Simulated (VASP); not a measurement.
Be3Se2: relaxation of cell and atoms with PBE

Crystal: Be3Se2.

```
CELL_PARAMETERS angstrom
7.45615 0.00000 0.00000
-3.72808 6.45722 0.00000
0.00000 0.00000 2.92129
ATOMIC_POSITIONS crystal
Be 0.50000 0.00000 0.00000
Be 0.00000 0.50000 0.00000
Be 0.50000 0.50000 0.00000
Se 0.33333 0.66667 0.00000
Se 0.66667 0.33333 0.00000
```

* Program: VASP 6.6.1
* Task: relaxation of cell and atoms
* Functional: PBE
* Potentials or basis: VASP PAW PBE potentials, release 64 (Be, Se)
* Cutoff: 600 eV
* k mesh: 6 × 6 × 12
* Occupations: gaussian, width 0.1 eV
* Spin: no spin polarisation
* Dipole correction: no
* Further INCAR settings: ALGO = Normal; EDIFF = 1e-07; IBRION = 2; EDIFFG = -0.01; NSW = 100; ISIF = 3

| Property | Result |
| --- | --- |
| Relaxed volume | 32.16 Å³/atom |
| Relaxed cell | a = 7.201 Å, b = 7.201 Å, c = 3.581 Å, α = 90.00°, β = 90.00°, γ = 120.00° |
| Space group after relaxing (to 0.05 Å) | P6/mmm (No. 191) |
| Energy gained by relaxing | 153.6 meV/atom |
| Ionic steps | 11 |
| Pressure after relaxing | 0.0 GPa |
| Band gap on the k mesh | zero (band 9 reaches 1.45 eV, above the bottom of band 10 at 0.82 eV) |

The path:
```csv
step,energy change (eV),largest force (eV/Å),pressure (GPa),volume (Å³)
1,0.0000,0.0000,0.38,140.65
2,-0.0270,0.0000,0.44,141.99
3,-0.1851,0.0000,0.45,145.95
4,-0.5987,0.0000,-0.17,153.59
5,-0.7450,0.0000,-0.15,167.72
6,-0.7624,0.0000,-0.33,165.02
7,-0.7649,0.0000,-0.41,163.29
8,-0.7011,0.0000,1.71,156.88
9,-0.7675,0.0000,-0.11,162.24
10,-0.7675,0.0000,-0.10,162.20
11,-0.7682,0.0000,0.00,160.82
```

Final structure:
```
CELL_PARAMETERS angstrom
7.20129 0.00000 0.00000
-3.60064 6.23650 0.00000
0.00000 0.00000 3.58082
ATOMIC_POSITIONS crystal
Be 0.50000 0.00000 0.00000
Be 0.00000 0.50000 0.00000
Be 0.50000 0.50000 0.00000
Se 0.33333 0.66667 0.00000
Se 0.66667 0.33333 0.00000
```

Levels at points of the mesh, in eV from the Fermi level:
```
           k point  band 5  band 6  band 7  band 8  band 9  band 10  band 11  band 12  band 13
(0.00, 0.00, 0.00)   -6.08   -6.08   -2.64   -1.80   -1.16     0.07     0.07     2.72     2.97
(0.50, 0.00, 0.00)   -6.22   -5.88   -2.40   -2.13   -0.52     0.18     0.20     1.37     1.47
(0.00, 0.00, 0.50)   -5.70   -5.70   -5.69   -4.52   -0.49    -0.49     0.83     1.03     1.03
(0.50, 0.00, 0.50)   -5.72   -5.53   -5.38   -5.01   -0.55     0.38     0.66     1.22     1.61
```

Wall time 7.9 min on 1 thread of AMD EPYC 9R45 96-Core Processor (Zen 5) (shared host), peak memory 0.33 GiB.

Caveat: this functional lacks dispersion, which binds the layers, so the pressure and a relaxed spacing across them are unreliable.
